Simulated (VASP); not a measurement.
ZnS, 2 atoms in the cell. Symmetry: Imm2, No. 44, orthorhombic system. Conventional cell: a = 3.825 Å, b = 3.825 Å, c = 5.409 Å, α = 90.00°, β = 90.00°, γ = 90.00°. Within 2.8 Å of Zn (site symmetry mm2) lie 4 S at 2.11 to 2.63 Å. S (site symmetry mm2) has 4 Zn at 2.11 to 2.63 Å within 2.8 Å.  This cell differs from its parent crystal: atom 1 (Zn) moved by (+0.000, -0.450) A along [1 1 0] and z.

| Item | Value |
| --- | --- |
| Program | VASP 6.6.1 |
| Task | single point |
| Functional | PBE |
| Potentials or basis | VASP PAW PBE potentials, release 64 (Zn, S) |
| Cutoff | 520 eV |
| k mesh | 10 × 10 × 10 |
| Occupations | gaussian, width 0.05 eV |
| Spin | no spin polarisation |
| Dipole correction | no |
| Further INCAR settings | ALGO = Normal; EDIFF = 1e-07; NBANDS = 16 |

Potentials or basis: VASP PAW PBE potentials, release 64 (Zn, S).

Command:

```console
$ cat potpaw_PBE.64/Zn/POTCAR potpaw_PBE.64/S/POTCAR > POTCAR
$ mpirun -np 1 vasp_std > vasp.out
```

Hardware: 1 thread of Intel(R) Xeon(R) Platinum 8259CL CPU @ 2.50GHz (Skylake/Cascade Lake), on a shared host.

Question: Estimate the wall time of this run.

Answer: Wall time 2 min on 1 thread of Intel(R) Xeon(R) Platinum 8259CL CPU @ 2.50GHz (Skylake/Cascade Lake) (shared host), peak memory 0.23 GiB. Counts: scf iterations 14, k points 171.
